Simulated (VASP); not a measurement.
# Si3N4 (P6_3/m) in VASP: single point with PBE

Aim: the single point of Si3N4 with PBE.

Everything below comes from runs of VASP 6.6.1. Logs are shortened: lines on timing, memory, paths and dates and some standing lists are left out, and cuts for length are marked.

**1. The cell of the first run**

The structure is hexagonal, space group P6_3/m (No. 176). Conventional cell: a = 7.637 Å, b = 7.637 Å, c = 2.922 Å, α = 90.00°, β = 90.00°, γ = 120.00°. Si (site symmetry m) has 4 N at 1.74 Å within 2.3 Å. Within 2.3 Å of N (site symmetry -6) lie 3 Si at 1.74 Å. N (site symmetry m) has 3 Si at 1.74 Å within 2.3 Å.

**2. Single point, PBE**

File INCAR:

```
SYSTEM = Si3N4
PREC = Accurate
ENCUT = 520
EDIFF = 1E-7
ISMEAR = -1
SIGMA = 0.02
LREAL = .FALSE.
LASPH = .TRUE.
NELM = 60
ALGO = Normal
ISIF = 2
LWAVE = .FALSE.
LCHARG = .FALSE.
GGA = PE
NBANDS = 45
```

File KPOINTS:

```
Automatic mesh
0
G
  4 4 9
  0 0 0
```

File POSCAR:

```
Si3N4
1.0
    7.6374000000      0.0000000000      0.0000000000
   -3.8187000000      6.6141824189      0.0000000000
    0.0000000000      0.0000000000      2.9220000000
Si N
6 8
Direct
    0.1744563150      0.7683567482      0.2500000000
    0.4060995668      0.1744563150      0.7500000000
    0.2316432518      0.4060995668      0.2500000000
    0.8255436850      0.2316432518      0.7500000000
    0.5939004332      0.8255436850      0.2500000000
    0.7683567482      0.5939004332      0.7500000000
    0.3333333333      0.6666666667      0.2500000000
    0.6666666667      0.3333333333      0.7500000000
    0.3298872021      0.0303525842      0.2500000000
    0.2995346179      0.3298872021      0.7500000000
    0.9696474158      0.2995346179      0.2500000000
    0.6701127979      0.9696474158      0.7500000000
    0.7004653821      0.6701127979      0.2500000000
    0.0303525842      0.7004653821      0.7500000000
```

Potentials or basis: VASP PAW PBE potentials, release 64 (Si, N).

Started as:

```sh
$ cat potpaw_PBE.64/Si/POTCAR potpaw_PBE.64/N/POTCAR > POTCAR
$ mpirun -np 1 vasp_std > vasp.out
```

OUTCAR:

```text
SYSTEM = Si3N4
   PREC = Accurate
   ENCUT = 520
   EDIFF = 1E-7
   ISMEAR = -1
   LREAL = .FALSE.
   LASPH = .TRUE.
   NELM = 60
   ISIF = 2
   GGA = PE

 ion  position               nearest neighbor table
   1  0.174  0.768  0.250-   7 1.74   9 1.74  14 1.74  14 1.74   5 3.01   3 3.01   6 3.07   6 3.07
                             2 3.07   2 3.07
   2  0.406  0.174  0.750-   8 1.74  10 1.74   9 1.74   9 1.74   4 3.01   6 3.01   3 3.07   3 3.07
                             1 3.07   1 3.07
   3  0.232  0.406  0.250-   7 1.74  11 1.74  10 1.74  10 1.74   1 3.01   5 3.01   4 3.07   4 3.07
                             2 3.07   2 3.07
   4  0.826  0.232  0.750-   8 1.74  12 1.74  11 1.74  11 1.74   2 3.01   6 3.01   3 3.07   3 3.07
                             5 3.07   5 3.07
   5  0.594  0.826  0.250-   7 1.74  13 1.74  12 1.74  12 1.74   1 3.01   3 3.01   6 3.07   6 3.07
                             4 3.07   4 3.07
   6  0.768  0.594  0.750-   8 1.74  14 1.74  13 1.74  13 1.74   4 3.01   2 3.01   1 3.07   1 3.07
                             5 3.07   5 3.07
   7  0.333  0.667  0.250-   1 1.74   5 1.74   3 1.74
   8  0.667  0.333  0.750-   4 1.74   2 1.74   6 1.74
   9  0.330  0.030  0.250-   1 1.74   2 1.74   2 1.74
  10  0.300  0.330  0.750-   2 1.74   3 1.74   3 1.74
  11  0.970  0.300  0.250-   3 1.74   4 1.74   4 1.74
  12  0.670  0.970  0.750-   4 1.74   5 1.74   5 1.74
  13  0.700  0.670  0.250-   5 1.74   6 1.74   6 1.74
  14  0.030  0.700  0.750-   6 1.74   1 1.74   1 1.74

  LATTYP: Found a hexagonal cell.
 ALAT       =     7.6374000000
 C/A-ratio  =     0.3825909341

  Lattice vectors:

 A1 = (   7.6374000000,   0.0000000000,   0.0000000000)
 A2 = (  -3.8187000000,   6.6141824189,   0.0000000000)
 A3 = (   0.0000000000,   0.0000000000,   2.9220000000)

Analysis of symmetry for initial positions (statically):
=====================================================================
 Subroutine PRICEL returns:
 Original cell was already a primitive cell.

 Routine SETGRP: Setting up the symmetry group for a
 hexagonal supercell.

 Subroutine GETGRP returns: Found 12 space group operations
 (whereof  6 operations were pure point group operations)
 out of a pool of 24 trial point group operations.

The static configuration has the point symmetry S_6 .
 The point group associated with its full space group is C_6h.

Analysis of symmetry for dynamics (positions and initial velocities):
=====================================================================
 Subroutine PRICEL returns:
 Original cell was already a primitive cell.

 Routine SETGRP: Setting up the symmetry group for a
 hexagonal supercell.

 Subroutine GETGRP returns: Found 12 space group operations
 (whereof  6 operations were pure point group operations)
 out of a pool of 24 trial point group operations.

The dynamic configuration has the point symmetry S_6 .
 The point group associated with its full space group is C_6h.

 Subroutine INISYM returns: Found 12 space group operations
 (whereof  6 operations are pure point group operations),
 and found     1 'primitive' translations

----------------------------------------------------------------------------------------

                                     Primitive cell

  volume of cell :     147.6053

  direct lattice vectors                    reciprocal lattice vectors
     7.637400000  0.000000000  0.000000000     0.130934611  0.075595133  0.000000000
    -3.818700000  6.614182419  0.000000000     0.000000000  0.151190266  0.000000000
     0.000000000  0.000000000  2.922000000     0.000000000  0.000000000  0.342231348

  length of vectors
     7.637400000  7.637400000  2.922000000     0.151190266  0.151190266  0.342231348

  position of ions in fractional coordinates (direct lattice)
     0.174456315  0.768356748  0.250000000
     0.406099567  0.174456315  0.750000000
     0.231643252  0.406099567  0.250000000
     0.825543685  0.231643252  0.750000000
     0.593900433  0.825543685  0.250000000
     0.768356748  0.593900433  0.750000000
     0.333333333  0.666666667  0.250000000
     0.666666667  0.333333333  0.750000000
     0.329887202  0.030352584  0.250000000
     0.299534618  0.329887202  0.750000000
     0.969647416  0.299534618  0.250000000
[... 32 lines left out ...]
     0.032733653  0.018898783  0.000000000     0.250000000 -0.000000000  0.000000000
     0.000000000  0.037797567  0.000000000     0.000000000  0.250000000  0.000000000
     0.000000000  0.000000000  0.038025705     0.000000000  0.000000000  0.111111111

  Length of vectors
     0.037797567  0.037797567  0.038025705

  Shift w.r.t. Gamma in fractional coordinates (k-lattice)
     0.000000000  0.000000000  0.000000000

 Subroutine IBZKPT returns following result:
 ===========================================

 Found     20 irreducible k-points:

 Following reciprocal coordinates:
            Coordinates               Weight
  0.000000  0.000000  0.000000      1.000000
  0.250000 -0.000000  0.000000      6.000000
  0.500000 -0.000000  0.000000      3.000000
  0.250000  0.250000  0.000000      6.000000
  0.000000  0.000000  0.111111      2.000000
  0.250000 -0.000000  0.111111     12.000000
[... 12 lines left out ...]
  0.500000 -0.000000  0.444444      6.000000
  0.250000  0.250000  0.444444     12.000000
   k-points           NKPTS =     20   k-points in BZ     NKDIM =     20   number of bands    NBANDS=     45
   number of dos      NEDOS =    301   number of ions     NIONS =     14
   total plane-waves  NPLWV =  86400
   dimension x,y,z NGX =    60 NGY =   60 NGZ =   24
   dimension x,y,z NGXF=   120 NGYF=  120 NGZF=   48
   ions per type =               6   8
   NGX,Y,Z   is equivalent  to a cutoff of  13.06, 13.06, 13.65 a.u.
   NGXF,Y,Z  is equivalent  to a cutoff of  26.12, 26.12, 27.31 a.u.
 SYSTEM =  Si3N4
   PREC   = accura    normal or accurate (medium, high low for compatibility)
   ISTART =      0    job   : 0-new  1-cont  2-samecut
   ICHARG =      2    charge: 1-file 2-atom 10-const
   ISPIN  =      1    spin polarized calculation?
   LNONCOLLINEAR =      F non collinear calculations
   LSORBIT =      F    spin-orbit coupling
   LASPH  =      T    aspherical Exc in radial PAW
   ENCUT  =  520.0 eV  38.22 Ry    6.18 a.u.  14.20 14.20  5.43*2*pi/ulx,y,z
   NELM   =     60;   NELMIN=  2; NELMDL= -5     # of ELM steps
   EDIFF  = 0.1E-06   stopping-criterion for ELM
   LREAL  =      F    real-space projection
   EDIFFG = 0.1E-05   stopping-criterion for IOM
   NSW    =      0    number of steps for IOM
   IBRION =     -1    ionic relax: 0-MD 1-quasi-New 2-CG
   NFREE  =      0    steps in history (QN), initial steepest desc. (CG)
   ISIF   =      2    stress and relaxation
   ISYM   =      2    0-nonsym 1-usesym 2-fastsym
   POTIM  = 0.5000    time-step for ionic-motion
   TEBEG  =    0.0;   TEEND  =   0.0 temperature during run
   PSTRESS=    0.0 pullay stress
   NELECT =      64.0000    total number of electrons
   NUPDOWN=      -1.0000    fix difference up-down
   EMIN   =  10.00;   EMAX   =-10.00  energy-range for DOS
   EFERMI =   0.00;   METHOD = LEGACY
   ISMEAR =    -1;   SIGMA  =   0.02  broadening in eV -4-tet -1-fermi 0-gaus
   EFERMI_NEDOS =   21; number of points for ismear=-14 and -15
   IALGO  =     38    algorithm
   IMIX   =      4    mixing-type and parameters
     AMIX     =   0.40;   BMIX     =  1.00
     AMIX_MAG =   1.60;   BMIX_MAG =  1.00
  volume/ion in A,a.u.               =      10.54        71.15
  Fermi-wavevector in a.u.,A,eV,Ry     =   1.239084  2.341530 20.889431  1.535330
  Thomas-Fermi vector in A             =   2.373582
   LORBIT       =      0    0 simple, 1 ext, 2 COOP (PROOUT), +10 PAW based schemes
   GGA     = PE    functional components
   LHFCALC =     F    Hartree Fock is set to
   AEXX    =    0.0000 exact exchange contribution
   IVDW    =     0    specifies the selected vdW correction
   LEPSILON=     F    determine dielectric tensor
   LRPA    =     F    only Hartree local field effects (RPA)
 non-spin polarized calculation
  energy-cutoff  :      520.00
  volume of cell :      147.61
 maximum number of plane-waves:      3998
 NGX is ok and might be reduce to    60
   NGX = 29   NGY = 29   NGZ = 11

 number of electron      63.9999993 magnetization

 Free energy of the ion-electron system (eV)
  ---------------------------------------------------
  ext. energy  EPLUGINS =         0.00000000
  ---------------------------------------------------
  free energy    TOTEN  =      -114.53756737 eV

  energy without entropy =     -114.53756737  energy(sigma->0) =     -114.53756737

 E-fermi :   7.0395     XC(G=0): -10.7463

 val. band max:        6.6037356596   @ k =   0.0000   0.0000   0.2222
 cond. band min:      10.8777226638   @ k =   0.0000   0.0000   0.0000
 fundamental gap:      4.2739870042
 Fermi energy:         7.0395365545

 k-point     1 :       0.0000    0.0000    0.0000
  band No.  band energies     occupation
      1     -11.4987      2.00000
      2     -10.0595      2.00000
      3     -10.0595      2.00000
      4      -9.4295      2.00000
      5      -9.2901      2.00000
      6      -9.2901      2.00000
[... 929 lines left out ...]
     43      14.2130      0.00000
     44      14.3369      0.00000
 [bands above 44 left out]

------------------------ aborting loop because EDIFF is reached ----------------------------------------

  FORCE on cell =-STRESS in cart. coord.  units (eV):
  Direction    XX          YY          ZZ          XY          YZ          ZX
  --------------------------------------------------------------------------------------
  -------------------------------------------------------------------------------------
  Total        1.7865536      1.7865536      1.0583143      0.0000001     -0.0000000      0.0000000
  in kB       19.3920948     19.3920948     11.4874420      0.0000006     -0.0000000      0.0000000
  external PRESSURE =      16.7572106 kB  Pullay stress =       0.0000000 kB

 VOLUME and BASIS-vectors are now :
 -----------------------------------------------------------------------------
  energy-cutoff  :      520.00
  volume of cell :      147.61
      direct lattice vectors                 reciprocal lattice vectors
     7.637400000  0.000000000  0.000000000     0.130934611  0.075595133  0.000000000
    -3.818700000  6.614182419  0.000000000     0.000000000  0.151190266  0.000000000
     0.000000000  0.000000000  2.922000000     0.000000000  0.000000000  0.342231348

 POSITION                                       TOTAL-FORCE (eV/Angst)
 -----------------------------------------------------------------------------------
     -1.60173      5.08205      0.73050        -0.011592     -0.001257      0.000000
      2.43535      1.15389      2.19150        -0.004708     -0.010667      0.000000
      0.21838      2.68602      0.73050         0.006884     -0.009411     -0.000000
      5.42043      1.53213      2.19150         0.011592      0.001257     -0.000000
      1.38335      5.46030      0.73050         0.004708      0.010667     -0.000000
      3.60032      3.92817      2.19150        -0.006884      0.009411     -0.000000
     -0.00000      4.40945      0.73050        -0.000000      0.000000     -0.000000
      3.81870      2.20473      2.19150        -0.000000      0.000000      0.000000
      2.40357      0.20076      0.73050        -0.003339      0.013565     -0.000000
      1.02793      2.18193      2.19150        -0.013417      0.003891     -0.000000
      6.26175      1.98118      0.73050        -0.010078     -0.009674     -0.000000
      1.41513      6.41342      2.19150         0.003339     -0.013565      0.000000
      2.79077      4.43225      0.73050         0.013417     -0.003891      0.000000
     -2.44305      4.63301      2.19150         0.010078      0.009674      0.000000
 -----------------------------------------------------------------------------------
    total drift:                                0.000000     -0.000000     -0.000000

  FREE ENERGIE OF THE ION-ELECTRON SYSTEM (eV)
  ---------------------------------------------------
  free  energy   TOTEN  =      -114.5375673746 eV

  energy  without entropy=     -114.5375673746  energy(sigma->0) =     -114.53756737
```

Run time: 4.3 min. Hardware: 1 thread of Intel Xeon 8259CL, shared host; peak memory 0.31 GiB.

What came out:

- Free energy: -114.5376 eV
- Pressure: 1.7 GPa
- Largest force: 0.014 eV/Å
- Band gap on the k mesh: 4.27 eV (least direct gap 4.46 eV)

Forces in eV/Å, atoms in the order of the input:
```
Si  -0.012 -0.001  0.000
Si  -0.005 -0.011  0.000
Si   0.007 -0.009  0.000
Si   0.012  0.001  0.000
Si   0.005  0.011  0.000
Si  -0.007  0.009  0.000
N    0.000  0.000  0.000
N    0.000  0.000  0.000
N   -0.003  0.014  0.000
N   -0.013  0.004  0.000
N   -0.010 -0.010  0.000
N    0.003 -0.014  0.000
N    0.013 -0.004  0.000
N    0.010  0.010  0.000
```

Stress tensor (GPa, compression positive):
```
1.94 0.00 0.00
0.00 1.94 0.00
0.00 0.00 1.15
```

Levels at points of the mesh, in eV from the valence-band top:
| k point | band 30 | band 31 | band 32 | band 33 | band 34 | band 35 |
| --- | --- | --- | --- | --- | --- | --- |
| (0.00, 0.00, 0.00) | -0.45 | -0.37 | -0.18 | 4.27 | 4.67 | 4.83 |
| (0.50, 0.00, 0.00) | -0.74 | -0.31 | -0.24 | 4.57 | 4.66 | 4.81 |

Caveat: an odd mesh through Γ misses points on the zone boundary, where band edges can lie.
